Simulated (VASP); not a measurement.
# AlCo (CsCl type) (Pm-3m) in VASP: notebook

AlCo (CsCl type) is run at these levels: PBE; tasks: relaxation of cell and atoms.

All numbers are computed with VASP 6.6.1; they aren't measurements. Logs are shortened: lines on timing, memory, paths and dates and some standing lists are left out, and cuts for length are marked.

### Step 1. The cell of the first run

Symmetry: Pm-3m, No. 221, cubic system. The conventional cell has a = 2.680 Å, b = 2.680 Å, c = 2.680 Å, α = 90.00°, β = 90.00°, γ = 90.00°. Within 3.1 Å of Co (site symmetry m-3m) lie 8 Al at 2.32 Å and 6 Co at 2.68 Å. Within 3.1 Å of Al (site symmetry m-3m) lie 8 Co at 2.32 Å and 6 Al at 2.68 Å.

### Step 2. Relaxation of cell and atoms, PBE, target pressure 50 GPa, at which the enthalpy is minimised

INCAR reads:

```
SYSTEM = AlCo
PREC = Accurate
ENCUT = 600
EDIFF = 1E-7
ISMEAR = -1
SIGMA = 0.08
LREAL = .FALSE.
LASPH = .TRUE.
NELM = 60
ALGO = Normal
ISIF = 3
LWAVE = .FALSE.
LCHARG = .FALSE.
GGA = PE
IBRION = 2
NSW = 32
EDIFFG = -0.005
PSTRESS = 500.0
```

KPOINTS reads:

```
regular mesh
0
G
  15 15 15
  0 0 0
```

POSCAR reads:

```
AlCo
1.0
    2.6795088524      0.0000000000      0.0000000000
    0.0000000000      2.6795088524      0.0000000000
    0.0000000000      0.0000000000      2.6795088524
Co Al
1 1
Direct
    0.0000000000      0.0000000000      0.0000000000
    0.5000000000      0.5000000000      0.5000000000
```

Potentials or basis: VASP PAW PBE potentials, release 64 (Co, Al).

Command:

```sh
> cat potpaw_PBE.64/Co/POTCAR potpaw_PBE.64/Al/POTCAR > POTCAR
> mpirun -np 1 vasp_std > vasp.out
```

OUTCAR:

```text
SYSTEM = AlCo
   PREC = Accurate
   ENCUT = 600
   EDIFF = 1E-7
   ISMEAR = -1
   LREAL = .FALSE.
   LASPH = .TRUE.
   NELM = 60
   ISIF = 3
   GGA = PE
   IBRION = 2
   NSW = 32
   EDIFFG = -0.005
   PSTRESS = 500.0

 ion  position               nearest neighbor table
   1  0.000  0.000  0.000-   2 2.32   2 2.32   2 2.32   2 2.32   2 2.32   2 2.32   2 2.32   2 2.32

   2  0.500  0.500  0.500-   1 2.32   1 2.32   1 2.32   1 2.32   1 2.32   1 2.32   1 2.32   1 2.32

  LATTYP: Found a simple cubic cell.
 ALAT       =     2.6795088524

  Lattice vectors:

 A1 = (   2.6795088524,   0.0000000000,   0.0000000000)
 A2 = (   0.0000000000,   2.6795088524,   0.0000000000)
 A3 = (   0.0000000000,   0.0000000000,   2.6795088524)

Analysis of symmetry for initial positions (statically):
=====================================================================
 Subroutine PRICEL returns:
 Original cell was already a primitive cell.

 Routine SETGRP: Setting up the symmetry group for a
 simple cubic supercell.

 Subroutine GETGRP returns: Found 48 space group operations
 (whereof 48 operations were pure point group operations)
 out of a pool of 48 trial point group operations.

The static configuration has the point symmetry O_h .

Analysis of symmetry for dynamics (positions and initial velocities):
=====================================================================
 Subroutine PRICEL returns:
 Original cell was already a primitive cell.

 Routine SETGRP: Setting up the symmetry group for a
 simple cubic supercell.

 Subroutine GETGRP returns: Found 48 space group operations
 (whereof 48 operations were pure point group operations)
 out of a pool of 48 trial point group operations.

The dynamic configuration has the point symmetry O_h .

 Subroutine INISYM returns: Found 48 space group operations
 (whereof 48 operations are pure point group operations),
 and found     1 'primitive' translations

----------------------------------------------------------------------------------------

                                     Primitive cell

  volume of cell :      19.2383

  direct lattice vectors                    reciprocal lattice vectors
     2.679508852  0.000000000  0.000000000     0.373202723  0.000000000  0.000000000
     0.000000000  2.679508852  0.000000000     0.000000000  0.373202723  0.000000000
     0.000000000  0.000000000  2.679508852     0.000000000  0.000000000  0.373202723

  length of vectors
[... 98 lines left out ...]
   EFERMI_NEDOS =   21; number of points for ismear=-14 and -15
   IALGO  =     38    algorithm
   IMIX   =      4    mixing-type and parameters
     AMIX     =   0.40;   BMIX     =  1.00
     AMIX_MAG =   1.60;   BMIX_MAG =  1.00
  volume/ion in A,a.u.               =       9.62        64.91
  Fermi-wavevector in a.u.,A,eV,Ry     =   1.398771  2.643295 26.620631  1.956561
  Thomas-Fermi vector in A             =   2.521896
   LORBIT       =      0    0 simple, 1 ext, 2 COOP (PROOUT), +10 PAW based schemes
   GGA     = PE    functional components
   LHFCALC =     F    Hartree Fock is set to
   AEXX    =    0.0000 exact exchange contribution
   IVDW    =     0    specifies the selected vdW correction
   LEPSILON=     F    determine dielectric tensor
   LRPA    =     F    only Hartree local field effects (RPA)
 conjugate gradient relaxation of ions
 non-spin polarized calculation
  energy-cutoff  :      600.00
  volume of cell :       19.24
 maximum number of plane-waves:       657
 NGX is ok and might be reduce to    24
   NGX = 11   NGY = 11   NGZ = 11

--------------------------------------- Ionic step        1  -------------------------------------------

 number of electron      11.9999996 magnetization

 Free energy of the ion-electron system (eV)
  ---------------------------------------------------
  ext. energy  EPLUGINS =         0.00000000
  ---------------------------------------------------
  free energy    TOTEN  =       -11.47423327 eV

  energy without entropy =      -11.46159690  energy(sigma->0) =      -11.46791509

------------------------ aborting loop because EDIFF is reached ----------------------------------------

  FORCE on cell =-STRESS in cart. coord.  units (eV):
  Direction    XX          YY          ZZ          XY          YZ          ZX
  --------------------------------------------------------------------------------------
  -------------------------------------------------------------------------------------
  Total        5.9851432      5.9851432      5.9851432      0.0000000     -0.0000000      0.0000000
  in kB      498.4476364    498.4476364    498.4476364      0.0000000     -0.0000000      0.0000000
  external PRESSURE =      -1.5523636 kB  Pullay stress =     500.0000000 kB
[... 63 lines left out ...]
--------------------------------------- Ionic step        3  -------------------------------------------

 number of electron      11.9999996 magnetization

 Free energy of the ion-electron system (eV)
  ---------------------------------------------------
  ext. energy  EPLUGINS =         0.00000000
  ---------------------------------------------------
  free energy    TOTEN  =       -11.47106487 eV

  energy without entropy =      -11.45844331  energy(sigma->0) =      -11.46475409

 E-fermi :  13.2890     XC(G=0): -13.2004

 val. band max:       13.2513081835   @ k =   0.4667   0.4000   0.0667
 cond. band min:      13.3178695671   @ k =   0.4667   0.4667   0.2000
 fundamental gap:      0.0665613836
 Fermi energy:        13.2889550678

 k-point     1 :       0.0000    0.0000    0.0000
  band No.  band energies     occupation
      1       0.8985      2.00000
      2       9.3770      2.00000
      3       9.3770      2.00000
      4      12.1971      2.00000
      5      12.1971      2.00000
      6      12.1971      2.00000
      7      20.2806      0.00000
      8      20.2806      0.00000
      9      20.2806      0.00000
     10      22.8252      0.00000
[... 287 lines left out ...]
 k-point    24 :       0.3333    0.2000    0.0000
  band No.  band energies     occupation
      1       3.9737      2.00000
      2       8.6824      2.00000
      3       9.9720      2.00000
      4      10.9714      2.00000
      5      11.3988      2.00000
      6      11.9105      2.00000
      7      14.4463      0.00000
      8      18.6511      0.00000
      9      23.0716      0.00000
     10      24.1426      0.00000

 [... further k-points ...]

------------------------ aborting loop because EDIFF is reached ----------------------------------------

  FORCE on cell =-STRESS in cart. coord.  units (eV):
  Direction    XX          YY          ZZ          XY          YZ          ZX
  --------------------------------------------------------------------------------------
  -------------------------------------------------------------------------------------
  Total        6.0030937      6.0030937      6.0030937      0.0000000      0.0000000     -0.0000000
  in kB      500.2069823    500.2069823    500.2069823      0.0000000      0.0000000     -0.0000000
  external PRESSURE =       0.2069823 kB  Pullay stress =     500.0000000 kB
[... 21 lines left out ...]
  energy  without entropy=      -11.4584433082  energy(sigma->0) =      -11.46475409

  enthalpy is  TOTEN    =        -5.4704551958 eV   P V=        6.0006096714

 reached required accuracy - stopping structural energy minimisation
```

OSZICAR:

```text
N       E                     dE             d eps       ncg     rms          rms(c)
DAV:   1     0.429631536467E+02    0.42963E+02   -0.61423E+03  2424   0.150E+03
DAV:   2    -0.116422660143E+02   -0.54605E+02   -0.51501E+02  2408   0.211E+02
[... 20 lines left out ...]
       N       E                     dE             d eps       ncg     rms          rms(c)
DAV:   1    -0.114711786893E+02   -0.50509E-02   -0.16975E-03  2586   0.762E-01    0.952E-02
DAV:   2    -0.114712603369E+02   -0.81648E-04   -0.36112E-03  2680   0.963E-01    0.106E-01
DAV:   3    -0.114710696168E+02    0.19072E-03   -0.13871E-03  2660   0.605E-01    0.156E-02
DAV:   4    -0.114710648429E+02    0.47738E-05   -0.10387E-05  2610   0.349E-02    0.164E-03
DAV:   5    -0.114710648672E+02   -0.24238E-07   -0.18680E-07  1570   0.569E-03
   3 F= -.54704552E+01 E0= -.54641444E+01  d E =-.525088E-05
```

It took 42 s on 1 thread of AMD EPYC 9R14 (Zen 4), shared host; peak memory 0.13 GiB.

Results:

| Property | Result |
| --- | --- |
| Free energy | -11.4711 eV |
| Relaxed volume | 9.61 Å³/atom |
| Relaxed cell | a = 2.679 Å, b = 2.679 Å, c = 2.679 Å, α = 90.00°, β = 90.00°, γ = 90.00° |
| Space group after relaxing (to 0.1 Å) | Pm-3m (No. 221) |
| Energy change on relaxing (the run minimises the enthalpy) | +1.6 meV/atom |
| Ionic steps | 3 |
| Pressure after relaxing | 50.0 GPa |
| Band gap on the k mesh | zero (bands 6 and 7 overlap by 2.17 eV) |

The path:
```
step  energy change (eV)  largest force (eV/Å)  pressure (GPa)  volume (Å³)
   1              0.0000                0.0000           49.84        19.24
   2              0.0081                0.0000           50.35        19.21
   3              0.0032                0.0000           50.02        19.23
```

Final structure:
```
Co Al
1.0
     2.67904    0.00000    0.00000
     0.00000    2.67904    0.00000
     0.00000    0.00000    2.67904
Co Al
1 1
Direct
  0.00000 0.00000 0.00000
  0.50000 0.50000 0.50000
```

Caveat: the cell is relaxed towards a set pressure, so the run minimises the enthalpy, not the energy; the run has no spin polarisation, though such a crystal can be magnetic.

### Step 3. Relaxation of cell and atoms, PBE, target pressure 50 GPa, at which the enthalpy is minimised

This run uses another cell than the first one, of 10.25 Å³/atom.

INCAR reads:

```
  ALGO = Normal
  EDIFF = 1E-6
  EDIFFG = -0.005
  ENCUT = 600
  GGA = PE
  IBRION = 2
  ISIF = 3
  ISMEAR = -1
  LASPH = T
  LCHARG = F
  LREAL = F
  LWAVE = F
  NELM = 60
  NSW = 60
  PREC = Accurate
  PSTRESS = 500.0
  SIGMA = 0.08
```

KPOINTS reads:

```
k-points
0
Gamma
  15 15 15
```

POSCAR reads:

```
AlCo
1.0
    2.7370525765      0.0000000000      0.0000000000
    0.0000000000      2.7370525765      0.0000000000
    0.0000000000      0.0000000000      2.7370525765
Co Al
1 1
Direct
    0.0000000000      0.0000000000      0.0000000000
    0.5000000000      0.5000000000      0.5000000000
```

Potentials or basis: VASP PAW PBE potentials, release 64 (Co, Al).

Command:

```sh
> cat potpaw_PBE.64/Co/POTCAR potpaw_PBE.64/Al/POTCAR > POTCAR
> mpirun -np 1 vasp_std > vasp.out
```

It took 86 s on 1 thread of AMD EPYC 9R14 (Zen 4), shared host; peak memory 0.14 GiB.

It converged, with:

* Free energy: -11.4719 eV
* Relaxed volume: 9.61 Å³/atom
* Relaxed cell: a = 2.679 Å, b = 2.679 Å, c = 2.679 Å, α = 90.00°, β = 90.00°, γ = 90.00°
* Space group after relaxing (to 0.1 Å): Pm-3m (No. 221)
* Energy change on relaxing (the run minimises the enthalpy): +154.4 meV/atom
* Ionic steps: 7
* Pressure after relaxing: 50.0 GPa
* Band gap on the k mesh: zero (bands 6 and 7 overlap by 2.17 eV)

The path:
| step | energy change (eV) | largest force (eV/Å) | pressure (GPa) | volume (Å³) |
| --- | --- | --- | --- | --- |
| 1 | 0.0000 | 0.0000 | 28.75 | 20.50 |
| 2 | 1.5590 | 0.0000 | 117.25 | 16.73 |
| 3 | 0.2906 | 0.0000 | 48.88 | 19.29 |
| 4 | 0.3061 | 0.0000 | 49.89 | 19.24 |
| 5 | 0.3139 | 0.0000 | 50.35 | 19.21 |
| 6 | 0.2982 | 0.0000 | 49.32 | 19.26 |
| 7 | 0.3088 | 0.0000 | 50.04 | 19.23 |

Final structure:
```
Co Al
1.0
     2.67908    0.00000    0.00000
     0.00000    2.67908    0.00000
     0.00000    0.00000    2.67908
Co Al
1 1
Direct
  0.00000 0.00000 0.00000
  0.50000 0.50000 0.50000
```

Levels at points of the mesh, in eV from the Fermi level:
```
           k point  band 3  band 4  band 5  band 6  band 7  band 8  band 9  band 10
(0.00, 0.00, 0.00)   -3.91   -1.09   -1.09   -1.09    6.99    6.99    6.99     9.54
```

Caveat: the cell is relaxed towards a set pressure, so the run minimises the enthalpy, not the energy; the run has no spin polarisation, though such a crystal can be magnetic. Spin polarisation is off, so any magnetic state and its effect on volume and gap are missing.

The gap in the log of VASP goes by the Fermi energy; the results here count the filled bands.